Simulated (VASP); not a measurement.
# Sc (Im-3m) in VASP: a series of runs, part 2 of 2

VASP 6.6.1. Earlier steps stand in the parts before.

### 3 Single point, PBE

This run uses another cell than the first one, of 24.78 Å³/atom, 0.994 times its volume.

File INCAR:

```
  PREC = Accurate
  ENCUT = 520
  EDIFF = 1E-6
  ISMEAR = 0
  SIGMA = 0.05
  LREAL = False
  LASPH = True
  NELM = 100
  ALGO = Normal
  ISIF = 2
  LWAVE = False
  LCHARG = False
  GGA = PE
  NBANDS = 12
```

File KPOINTS:

```
Automatic mesh
0
Gamma
  8 8 8
```

File POSCAR:

```
Sc
1.0
   -1.8364908388      1.8364908388      1.8364908388
    1.8364908388     -1.8364908388      1.8364908388
    1.8364908388      1.8364908388     -1.8364908388
Sc
1
Direct
    0.0000000000      0.0000000000      0.0000000000
```

Potentials or basis: VASP PAW PBE potentials, release 64 (Sc_sv).

The run is started by

```console
$ cat potpaw_PBE.64/Sc_sv/POTCAR > POTCAR
$ mpirun -np 1 vasp_std > vasp.out
```

OUTCAR:

```text
PREC = Accurate
   ENCUT = 520
   EDIFF = 1E-6
   ISMEAR = 0
   LREAL = False
   LASPH = True
   NELM = 100
   ISIF = 2
   GGA = PE

 ion  position               nearest neighbor table
   1  0.000  0.000  0.000-

  LATTYP: Found a body centered cubic cell.
 ALAT       =     3.6729816776

  Lattice vectors:

 A1 = (  -1.8364908388,   1.8364908388,   1.8364908388)
 A2 = (   1.8364908388,  -1.8364908388,   1.8364908388)
 A3 = (   1.8364908388,   1.8364908388,  -1.8364908388)

Analysis of symmetry for initial positions (statically):
=====================================================================
 Subroutine PRICEL returns:
 Original cell was already a primitive cell.

 Routine SETGRP: Setting up the symmetry group for a
 body centered cubic supercell.

 Subroutine GETGRP returns: Found 48 space group operations
[... 9 lines left out ...]

 Routine SETGRP: Setting up the symmetry group for a
 body centered cubic supercell.

 Subroutine GETGRP returns: Found 48 space group operations
[... 11 lines left out ...]
                                     Primitive cell

  volume of cell :      24.7757

  direct lattice vectors                    reciprocal lattice vectors
    -1.836490839  1.836490839  1.836490839     0.000000000  0.272258369  0.272258369
     1.836490839 -1.836490839  1.836490839     0.272258369  0.000000000  0.272258369
     1.836490839  1.836490839 -1.836490839     0.272258369  0.272258369  0.000000000

  length of vectors
     3.180895440  3.180895440  3.180895440     0.385031478  0.385031478  0.385031478

  position of ions in fractional coordinates (direct lattice)
     0.000000000  0.000000000  0.000000000

  ion indices of the primitive-cell ions
   primitive index   ion index
                 1           1

----------------------------------------------------------------------------------------

 KPOINTS: Automatic mesh

Automatic generation of k-mesh.
 Grid dimensions read from file:
 generate k-points for:    8    8    8

 Generating k-lattice:

  Cartesian coordinates                     Fractional coordinates (reciprocal lattice)
     0.000000000  0.034032296  0.034032296     0.125000000  0.000000000  0.000000000
     0.034032296  0.000000000  0.034032296     0.000000000  0.125000000  0.000000000
     0.034032296  0.034032296  0.000000000     0.000000000  0.000000000  0.125000000

  Length of vectors
     0.048128935  0.048128935  0.048128935

  Shift w.r.t. Gamma in fractional coordinates (k-lattice)
     0.000000000  0.000000000  0.000000000

 Subroutine IBZKPT returns following result:
 ===========================================

 Found     29 irreducible k-points:

 Following reciprocal coordinates:
            Coordinates               Weight
  0.000000  0.000000  0.000000      1.000000
  0.125000  0.000000  0.000000     12.000000
  0.250000  0.000000  0.000000     12.000000
  0.375000  0.000000  0.000000     12.000000
  0.500000  0.000000  0.000000      6.000000
  0.125000  0.125000  0.000000     24.000000
[... 16 lines left out ...]
 -0.250000  0.250000  0.250000      6.000000
 -0.375000  0.375000  0.250000     24.000000
 [... further k-points ...]
   k-points           NKPTS =     29   k-points in BZ     NKDIM =     29   number of bands    NBANDS=     12
   number of dos      NEDOS =    301   number of ions     NIONS =      1
   total plane-waves  NPLWV =  13824
   dimension x,y,z NGX =    24 NGY =   24 NGZ =   24
   dimension x,y,z NGXF=    48 NGYF=   48 NGZF=   48
   ions per type =               1
   NGX,Y,Z   is equivalent  to a cutoff of  12.54, 12.54, 12.54 a.u.
   NGXF,Y,Z  is equivalent  to a cutoff of  25.09, 25.09, 25.09 a.u.
 SYSTEM =  unknown system
   PREC   = accura    normal or accurate (medium, high low for compatibility)
   ISTART =      0    job   : 0-new  1-cont  2-samecut
   ICHARG =      2    charge: 1-file 2-atom 10-const
   ISPIN  =      1    spin polarized calculation?
   LNONCOLLINEAR =      F non collinear calculations
   LSORBIT =      F    spin-orbit coupling
   LASPH  =      T    aspherical Exc in radial PAW
   ENCUT  =  520.0 eV  38.22 Ry    6.18 a.u.   5.91  5.91  5.91*2*pi/ulx,y,z
   NELM   =    100;   NELMIN=  2; NELMDL= -5     # of ELM steps
   EDIFF  = 0.1E-05   stopping-criterion for ELM
   LREAL  =      F    real-space projection
   EDIFFG = 0.1E-04   stopping-criterion for IOM
   NSW    =      0    number of steps for IOM
   IBRION =     -1    ionic relax: 0-MD 1-quasi-New 2-CG
   NFREE  =      0    steps in history (QN), initial steepest desc. (CG)
   ISIF   =      2    stress and relaxation
   ISYM   =      2    0-nonsym 1-usesym 2-fastsym
   POTIM  = 0.5000    time-step for ionic-motion
   TEBEG  =    0.0;   TEEND  =   0.0 temperature during run
   PSTRESS=    0.0 pullay stress
   NELECT =      11.0000    total number of electrons
   NUPDOWN=      -1.0000    fix difference up-down
   EMIN   =  10.00;   EMAX   =-10.00  energy-range for DOS
   EFERMI =   0.00;   METHOD = LEGACY
   ISMEAR =     0;   SIGMA  =   0.05  broadening in eV -4-tet -1-fermi 0-gaus
   EFERMI_NEDOS =   21; number of points for ismear=-14 and -15
   IALGO  =     38    algorithm
   IMIX   =      4    mixing-type and parameters
     AMIX     =   0.40;   BMIX     =  1.00
     AMIX_MAG =   1.60;   BMIX_MAG =  1.00
  volume/ion in A,a.u.               =      24.78       167.19
  Fermi-wavevector in a.u.,A,eV,Ry     =   1.248908  2.360093 21.221961  1.559770
  Thomas-Fermi vector in A             =   2.382973
   LORBIT       =      0    0 simple, 1 ext, 2 COOP (PROOUT), +10 PAW based schemes
   GGA     = PE    functional components
   LHFCALC =     F    Hartree Fock is set to
   AEXX    =    0.0000 exact exchange contribution
   IVDW    =     0    specifies the selected vdW correction
   LEPSILON=     F    determine dielectric tensor
   LRPA    =     F    only Hartree local field effects (RPA)
 non-spin polarized calculation
 Gauss-broadening in eV      SIGMA  =   0.05
  energy-cutoff  :      520.00
  volume of cell :       24.78
 maximum number of plane-waves:       682
   NGX = 11   NGY = 11   NGZ = 11

 number of electron      11.0000002 magnetization

 Free energy of the ion-electron system (eV)
  ---------------------------------------------------
  ext. energy  EPLUGINS =         0.00000000
  ---------------------------------------------------
  free energy    TOTEN  =        -6.14636231 eV

  energy without entropy =       -6.14274480  energy(sigma->0) =       -6.14455355

 E-fermi :   3.7805     XC(G=0):  -9.8605

 val. band max:        3.6879813689   @ k =   0.2500   0.2500   0.1250
 cond. band min:       3.7849718885   @ k =   0.3750   0.1250   0.1250
 fundamental gap:      0.0969905196
 Fermi energy:         3.7804624065

 k-point     1 :       0.0000    0.0000    0.0000
  band No.  band energies     occupation
      1     -45.8365      2.00000
      2     -24.2476      2.00000
      3     -24.2476      2.00000
      4     -24.2476      2.00000
      5      -1.4641      2.00000
      6       5.2107      0.00000
      7       5.2107      0.00000
      8       5.2107      0.00000
      9       6.6058      0.00000
     10       6.6058      0.00000
     11      17.8340      0.00000
     12      17.8340      0.00000

 k-point     2 :       0.1250    0.0000    0.0000
  band No.  band energies     occupation
      1     -45.8274      2.00000
      2     -24.3059      2.00000
      3     -24.2660      2.00000
      4     -24.2478      2.00000
      5      -1.0538      2.00000
      6       5.0150      0.00000
      7       5.1058      0.00000
      8       5.5124      0.00000
      9       6.4181      0.00000
     10       6.6201      0.00000
     11      17.0644      0.00000
     12      17.6394      0.00000
[... 301 lines left out ...]
 k-point    23 :      -0.2500    0.2500    0.2500
  band No.  band energies     occupation
      1     -45.7790      2.00000
      2     -24.4509      2.00000
      3     -24.3783      2.00000
      4     -24.3783      2.00000
      5       1.3048      2.00000
      6       4.3225      0.00000
      7       5.3441      0.00000
      8       5.3441      0.00000
      9       6.3266      0.00000
     10       7.1050      0.00000
     11      15.4433      0.00000
     12      15.4536      0.00000

 k-point    24 :      -0.3750    0.3750    0.2500
  band No.  band energies     occupation
      1     -45.7601      2.00000
      2     -24.5337      2.00000
      3     -24.4258      2.00000
      4     -24.3892      2.00000
      5       2.3136      2.00000
      6       3.5564      2.00000
      7       5.3559      0.00000
      8       5.7138      0.00000
      9       7.1632      0.00000
     10       7.4774      0.00000
     11      12.4344      0.00000
     12      13.8227      0.00000

 [... further k-points ...]

------------------------ aborting loop because EDIFF is reached ----------------------------------------

  FORCE on cell =-STRESS in cart. coord.  units (eV):
  Direction    XX          YY          ZZ          XY          YZ          ZX
  --------------------------------------------------------------------------------------
  -------------------------------------------------------------------------------------
  Total        0.0033068      0.0033068      0.0033068      0.0000000     -0.0000000      0.0000000
  in kB        0.2138402      0.2138402      0.2138402      0.0000000     -0.0000000      0.0000000
  external PRESSURE =       0.2138402 kB  Pullay stress =       0.0000000 kB

 VOLUME and BASIS-vectors are now :
 -----------------------------------------------------------------------------
  energy-cutoff  :      520.00
  volume of cell :       24.78
      direct lattice vectors                 reciprocal lattice vectors
    -1.836490839  1.836490839  1.836490839     0.000000000  0.272258369  0.272258369
     1.836490839 -1.836490839  1.836490839     0.272258369  0.000000000  0.272258369
     1.836490839  1.836490839 -1.836490839     0.272258369  0.272258369  0.000000000

 POSITION                                       TOTAL-FORCE (eV/Angst)
 -----------------------------------------------------------------------------------
      0.00000      0.00000      0.00000         0.000000     -0.000000      0.000000
 -----------------------------------------------------------------------------------
    total drift:                               -0.000000      0.000000      0.000000

  FREE ENERGIE OF THE ION-ELECTRON SYSTEM (eV)
  ---------------------------------------------------
  free  energy   TOTEN  =        -6.1463623075 eV

  energy  without entropy=       -6.1427447986  energy(sigma->0) =       -6.14455355
```

OSZICAR:

```text
N       E                     dE             d eps       ncg     rms          rms(c)
DAV:   1     0.774923624910E+02    0.77492E+02   -0.51501E+03   696   0.905E+02
DAV:   2    -0.522025231707E+01   -0.82713E+02   -0.81290E+02   700   0.295E+02
DAV:   3    -0.688612451927E+01   -0.16659E+01   -0.16310E+01   908   0.539E+01
DAV:   4    -0.691117593608E+01   -0.25051E-01   -0.25004E-01   876   0.525E+00
DAV:   5    -0.691152720443E+01   -0.35127E-03   -0.35125E-03   880   0.632E-01    0.533E+00
DAV:   6    -0.623231798731E+01    0.67921E+00   -0.96827E-01  1056   0.144E+01    0.157E+00
DAV:   7    -0.615227103759E+01    0.80047E-01   -0.18262E-01  1076   0.570E+00    0.622E-01
DAV:   8    -0.614753754641E+01    0.47335E-02   -0.19814E-02   856   0.211E+00    0.225E-01
DAV:   9    -0.614638083251E+01    0.11567E-02   -0.37919E-03  1012   0.922E-01    0.327E-02
DAV:  10    -0.614636297154E+01    0.17861E-04   -0.85888E-05  1056   0.121E-01    0.670E-03
DAV:  11    -0.614636230746E+01    0.66408E-06   -0.17422E-06   940   0.194E-02
   1 F= -.61463623E+01 E0= -.61445536E+01  d E =-.361751E-02
```

stdout:

```text
POSCAR found type information on POSCAR Sc
 POSCAR found :  1 types and       1 ions
 scaLAPACK will be used
 LDA part: xc-table for (Slater+PW92), standard interpolation
 POSCAR, INCAR and KPOINTS ok, starting setup
 FFT: planning ... GRIDC
 FFT: planning ... GRID_SOFT
 FFT: planning ... GRID
 WAVECAR not read
 entering main loop
```

Run time: 9.7 s. Hardware: 1 thread of Intel Xeon 6975P-C, shared host; peak memory 0.14 GiB.

What came out:

- Free energy: -6.1464 eV
- Pressure: 0.0 GPa

Levels at points of the mesh, in eV from the Fermi level:
| k point | band 1 | band 2 | band 3 | band 4 | band 5 | band 6 | band 7 | band 8 | band 9 | band 10 |
| --- | --- | --- | --- | --- | --- | --- | --- | --- | --- | --- |
| (0.00, 0.00, 0.00) | -49.62 | -28.03 | -28.03 | -28.03 | -5.24 | 1.43 | 1.43 | 1.43 | 2.83 | 2.83 |
| (0.50, 0.00, 0.00) | -49.55 | -28.41 | -28.15 | -28.03 | -1.79 | 0.27 | 0.42 | 2.80 | 3.12 | 4.11 |
| (0.50, 0.50, 0.50) | -49.51 | -28.30 | -28.30 | -28.30 | -1.23 | -1.23 | 3.82 | 3.82 | 3.82 | 6.14 |
